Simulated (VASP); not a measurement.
Set up this calculation in VASP 6.6.1, as the native input.

```
Task                   : single point
Functional             : r2SCAN
Potentials or basis    : VASP PAW PBE potentials, release 64 (Mo_sv, H)
Cutoff                 : 520 eV
k mesh                 : 10 × 10 × 1
Occupations            : gaussian, width 0.1 eV
Spin                   : no spin polarisation
Dipole correction      : yes
Further INCAR settings : ALGO = Normal; EDIFF = 1e-06; NBANDS = 30
```

The system is Mo3H, a slab with vacuum.

```
Mo H
1.0
     2.72835    0.00000    0.00000
    -0.90945    2.57231    0.00000
     0.00000    0.00000   19.79343
Mo H
3 1
Direct
  0.50000 0.50000 0.20209
  0.00000 0.00000 0.31055
  0.50000 0.50000 0.41900
  0.83333 0.83333 0.48921
```

One way to write it, as run:

POSCAR

```
Mo3H
1.0
    2.7283492377      0.0000000000      0.0000000000
   -0.9094497459      2.5723123299      0.0000000000
    0.0000000000      0.0000000000     19.7934267932
Mo H
3 1
Direct
    0.5000000000      0.5000000000      0.2020872910
    0.0000000000      0.0000000000      0.3105456183
    0.5000000000      0.5000000000      0.4189990384
    0.8333333333      0.8333333333      0.4892133462
```

INCAR.step1

```
PREC     = Accurate       # precision mode
ENCUT    = 520            # plane-wave cutoff, eV
ISMEAR   = 0              # smearing method
SIGMA    = 0.1            # smearing width, eV
LREAL    = False          # projectors in reciprocal space
LASPH    = True           # aspherical terms in the spheres
NELM     = 80             # most SCF steps
LDIPOL   = True         
IDIPOL   = 3            
DIPOL    = 0.5 0.5 0.355
NBANDS   = 30             # bands
GGA      = PE             # functional
ALGO     = Normal         # electronic algorithm
EDIFF    = 1E-4           # SCF threshold, eV
LWAVE    = True           # write WAVECAR
LCHARG   = False          # write CHGCAR
```

INCAR.step2

```
PREC     = Accurate       # precision mode
ENCUT    = 520            # plane-wave cutoff, eV
EDIFF    = 1E-6           # SCF threshold, eV
ISMEAR   = 0              # smearing method
SIGMA    = 0.1            # smearing width, eV
LREAL    = False          # projectors in reciprocal space
LASPH    = True           # aspherical terms in the spheres
NELM     = 80             # most SCF steps
ALGO     = Normal         # electronic algorithm
ISIF     = 2              # what is computed and relaxed
LWAVE    = False          # write WAVECAR
LCHARG   = True           # write CHGCAR
LDIPOL   = True         
IDIPOL   = 3            
DIPOL    = 0.5 0.5 0.355
METAGGA  = R2SCAN         # meta-GGA
LMIXTAU  = True         
LELF     = True           # ELF
LVHAR    = True         
LVACPOTAV= True         
NBANDS   = 30             # bands
ISTART   = 1
```

KPOINTS

```
regular mesh
0
Gamma
  10 10 1
```

Potentials or basis: VASP PAW PBE potentials, release 64 (Mo_sv, H).

The run is started by

```bash
$ cat potpaw_PBE.64/Mo_sv/POTCAR potpaw_PBE.64/H/POTCAR > POTCAR
$ cp INCAR.step1 INCAR
$ mpirun -np 1 vasp_std > vasp.out
$ cp INCAR.step2 INCAR
$ mpirun -np 1 vasp_std > vasp.out
```

Results of the run:

```json
{"Largest force": "0.931 eV/Å", "Band gap on the k mesh": "zero (an odd number of electrons rules out a gap without spin polarisation)"}
```

Caveat: the PAW data sets were made with another functional, which shifts forces and pressure a little.

It took 6 min on 1 thread of AMD EPYC 9R45 96-Core Processor (Zen 5) (shared host), peak memory 0.28 GiB.
